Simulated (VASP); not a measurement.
Input of a VASP 6.6.1 run:

Contents of INCAR:

```
ALGO = Normal ; EDIFF = 1E-6
ENCUT = 520 ; GGA = PE
ISIF = 2 ; ISMEAR = 0
LASPH = T ; LCHARG = F
LREAL = F ; LWAVE = F
NBANDS = 28 ; NELM = 60
PREC = Accurate ; SIGMA = 0.05
```

KPOINTS

```
k-points
0
Gamma
  10 10 6
```

File POSCAR:

```
BiP
1.0
    4.0498966654      0.0000000000      0.0000000000
   -2.0249483327      3.5073133950      0.0000000000
    0.0000000000      0.0000000000      7.2164800216
Bi P
2 2
Direct
    0.0000000000      0.0000000000      0.0000000000
    0.0000000000      0.0000000000      0.5000000000
    0.3333333333      0.6666666667      0.2500000000
    0.6666666667      0.3333333333      0.7666286056
```

Potentials or basis: VASP PAW PBE potentials, release 64 (Bi_d, P).

Run with:

```sh
$ cat potpaw_PBE.64/Bi_d/POTCAR potpaw_PBE.64/P/POTCAR > POTCAR
$ mpirun -np 1 vasp_std > vasp.out
```

(1) What does it give for the band gap on the k mesh?

(2) Predict the pressure.

(3) Predict the largest force.

## Answers

(1) zero (bands 20 and 21 overlap by 0.93 eV).

(2) 0.1 GPa.

(3) 0.541 eV/Å.

Caveat: the cell differs from its parent crystal (atom 4 (P) moved 0.12 Å along z); spin-orbit coupling is left out, which moves the levels of the heavy elements.
